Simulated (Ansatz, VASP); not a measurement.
# SnS2 in VASP and in Ansatz

POSCAR

```
SnS2
1.0
    3.6607548100      0.0000000000      0.0000000000
   -1.8303774050      3.1703066624      0.0000000000
    0.0000000000      0.0000000000      5.9617808746
Sn S
1 2
Direct
    0.0000000000      0.0000000000      0.0000000000
    0.3333333333      0.6666666667      0.2455905346
    0.6666666667      0.3333333333      0.7544094654
```

INCAR.step1

```
PREC = Accurate
ENCUT = 400
EDIFF = 1E-5
ISMEAR = 0
SIGMA = 0.01
LREAL = False
LASPH = True
NELM = 120
ALGO = Normal
ISIF = 2
LWAVE = True
NBANDS = 20
GGA = PE
GGA_COMPAT = False
```

INCAR.step2

```
PREC = Accurate
ENCUT = 400
EDIFF = 1E-6
ISMEAR = 0
SIGMA = 0.01
LREAL = False
LASPH = True
NELM = 120
ALGO = Normal
ISIF = 2
LWAVE = False
LCHARG = True
GGA = PE
LHFCALC = True
HFSCREEN = 0.2079
PRECFOCK = Normal
LELF = True
LVHAR = True
NBANDS = 20
ISTART = 1
GGA_COMPAT = False
```

Contents of KPOINTS:

```
regular mesh
0
Gamma
  6 6 2
```

Input for Ansatz:

```yaml
crystal:
  lattice:
    - [3.66075481, 0.0, 0.0]
    - [-1.830377405, 3.1703066624, 0.0]
    - [0.0, 0.0, 5.9617808746]
  atoms:
    - { symbol: Sn, position: [0.0, 0.0, 0.0] }
    - { symbol: S, position: [0.3333333333, 0.6666666667, 0.2455905346] }
    - { symbol: S, position: [0.6666666667, 0.3333333333, 0.7544094654] }
kpoints:
  mp_grid: { grid: [6, 6, 2] }
hamiltonian:
  xc: hse06
scf:
  occupations: { method: fixed }
  n_extra_bands: 4
output:
  forces: true
  stress: true
  eigenvalues: true
```

Alike in both runs: task single point; functional HSE06; k mesh 6 × 6 × 2; no spin polarisation.

|  | VASP | Ansatz |
| --- | --- | --- |
| version | VASP 6.6.1 | Ansatz 0.2.0 |
| potentials or method | VASP PAW PBE potentials, release 64 (Sn_d, S) | plane waves, PAW |
| plane-wave cutoff (eV) | 400 | 420 |
| occupations | gaussian, width 0.01 eV | fixed |
| valence electrons in the cell | 26 | 26 |

Ansatz gave:

| Quantity | Value |
| --- | --- |
| gap on the k mesh at the Fermi level (eV) | 2.42 |
| pressure (GPa) | -0.1 |
| rms of the force components (eV/Å) | 0.120 |

Estimate VASP's values.

gap on the k mesh at the Fermi level (eV): 2.43; pressure (GPa): -0.3; rms of the force components (eV/Å): 0.125.

Atom by atom the forces differ by 0.005 eV/Å (rms over components). Ansatz's warnings: stress exchange threshold loose, stress scf threshold loose.

The k mesh is coarse, so the values compare programs but aren't converged.
